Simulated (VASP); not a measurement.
Wanted: the native input for a VASP 6.6.1 run.

```yaml
Task: relaxation of shape and atoms at fixed volume
Functional: PBEsol
Dispersion: D3(BJ)
Potentials_or_basis: VASP PAW PBE potentials, release 64 (W_sv, S)
Cutoff: 600 eV
k_mesh: 12 × 12 × 4
Occupations: gaussian, width 0.02 eV
Spin: no spin polarisation
Dipole_correction: no
Further_INCAR_settings: ALGO = Normal; EDIFF = 1e-06; IBRION = 2; EDIFFG = -0.01; NSW = 50; ISIF = 4
```

The structure of WS2 lies in POSCAR:

```
WS2
1.0
    3.0144646595      0.0000000000      0.0000000000
   -1.5072323297      2.6106029739      0.0000000000
    0.0000000000      0.0000000000     11.0637323639
W S
2 4
Direct
    0.3333333333      0.6666666667      0.7500000000
    0.6666666667      0.3333333333      0.2500000000
    0.3333333333      0.6666666667      0.1088063933
    0.6666666667      0.3333333333      0.6088063933
    0.3333333333      0.6666666667      0.3911936067
    0.6666666667      0.3333333333      0.8911936067
```

One way to write it, as run:

INCAR

```
PREC = Accurate
ENCUT = 600
EDIFF = 1E-6
ISMEAR = 0
SIGMA = 0.02
LREAL = F
LASPH = T
NELM = 60
ALGO = Normal
ISIF = 4
LWAVE = F
LCHARG = F
GGA = PS
IVDW = 12
IBRION = 2
NSW = 50
EDIFFG = -0.01
```

KPOINTS

```
regular mesh
0
Gamma
  12 12 4
```

Potentials or basis: VASP PAW PBE potentials, release 64 (W_sv, S).

Run with:

```sh
$ cat potpaw_PBE.64/W_sv/POTCAR potpaw_PBE.64/S/POTCAR > POTCAR
$ mpirun -np 1 vasp_std > vasp.out
```

It gave:

The energy gained by relaxing is 5.7 meV/atom. The ionic steps are 5. The pressure after relaxing is 15.3 GPa and the band gap on the k mesh is 0.11 eV (least direct gap 1.32 eV). The dispersion energy per atom is -0.476 eV.

Caveat: the PAW data sets were made with another functional, which shifts forces and pressure a little; spin-orbit coupling is left out, which moves the levels of the heavy elements.

Wall time 7.6 min on 1 thread of Intel Xeon 6975P-C, on a shared host, peak memory 0.34 GiB.
